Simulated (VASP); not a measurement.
NbTe (CsCl type): single point with PBEsol

The system is NbTe (CsCl type).

```
CELL_PARAMETERS angstrom
3.08895 0.00000 0.00000
0.00000 3.08895 0.00000
0.00000 0.00000 3.08895
ATOMIC_POSITIONS crystal
Nb 0.00000 0.00000 0.00000
Te 0.50000 0.50000 0.50000
```

This cell differs from its parent crystal: volume scaled by 0.76.

```
Program                : VASP 6.6.1
Task                   : single point
Functional             : PBEsol
Potentials or basis    : VASP PAW PBE potentials, release 64 (Nb_sv, Te)
Cutoff                 : 520 eV
k mesh                 : 12 × 12 × 12
Occupations            : fermi-dirac, width 0.1 eV
Spin                   : no spin polarisation
Dipole correction      : no
Further INCAR settings : ALGO = Normal; EDIFF = 1e-06; NBANDS = 16
```

```
Pressure : 75.1 GPa
```

Levels at points of the mesh, in eV from the Fermi level:
| k point | band 8 | band 9 | band 10 | band 11 | band 12 | band 13 |
| --- | --- | --- | --- | --- | --- | --- |
| (0.00, 0.00, 0.00) | -0.70 | -0.70 | -0.70 | 1.62 | 1.62 | 1.62 |
| (0.50, 0.00, 0.00) | -3.65 | -3.16 | 1.73 | 3.67 | 4.09 | 7.88 |
| (0.50, 0.50, 0.00) | -3.54 | -0.64 | -0.64 | 1.73 | 3.12 | 3.95 |
| (0.50, 0.50, 0.50) | -8.66 | 3.02 | 3.02 | 3.02 | 4.17 | 4.17 |

Run time: 25 s on 1 thread of AMD EPYC 7R43 64-Core Processor (Zen 3) (shared host), peak memory 0.13 GiB.

Caveat: the PAW data sets were made with another functional, which shifts forces and pressure a little; spin-orbit coupling is left out, which moves the levels of the heavy elements.
